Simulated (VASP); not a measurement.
A run of VASP 6.6.1 is set up as follows.

The input POSCAR:

```
CdSe
1.0
    0.0000000000      3.0669795869      3.0669795869
    3.0669795869      0.0000000000      3.0669795869
    3.0669795869      3.0669795869      0.0000000000
Cd Se
1 1
Direct
   -0.0000000014     -0.0000000014     -0.0000000014
    0.7500000014      0.7500000014      0.7500000014
```

INCAR.step1

```
SYSTEM = CdSe
PREC = Accurate
ENCUT = 520
ISMEAR = -1
SIGMA = 0.05
LREAL = .False.
LASPH = .True.
NELM = 80
NBANDS = 16
GGA = PE
ALGO = Normal
EDIFF = 1E-4
LWAVE = .True.
LCHARG = .False.
```

The input INCAR.step2:

```
SYSTEM = CdSe
PREC = Accurate
ENCUT = 520
EDIFF = 1E-7
ISMEAR = -1
SIGMA = 0.05
LREAL = .False.
LASPH = .True.
NELM = 80
ALGO = Normal
ISIF = 2
LWAVE = .False.
LCHARG = .True.
METAGGA = R2SCAN
LMIXTAU = .True.
LELF = .True.
LVHAR = .True.
NBANDS = 16
ISTART = 1
```

KPOINTS

```
Automatic mesh
0
Gamma
  6 6 6
  0 0 0
```

Potentials or basis: VASP PAW PBE potentials, release 64 (Cd, Se).

The run is started by

```console
$ cat potpaw_PBE.64/Cd/POTCAR potpaw_PBE.64/Se/POTCAR > POTCAR
$ cp INCAR.step1 INCAR
$ mpirun -np 1 vasp_std > vasp.out
$ cp INCAR.step2 INCAR
$ mpirun -np 1 vasp_std > vasp.out
```

Question: Predict the pressure.

Answer: 0.2 GPa.

Question: Predict the band gap on the k mesh.

Answer: 1.03 eV, direct.

Caveat: the PAW data sets were made with another functional, which shifts forces and pressure a little. r2SCAN opens gaps a little over a GGA but as a rule still falls short of measured ones.
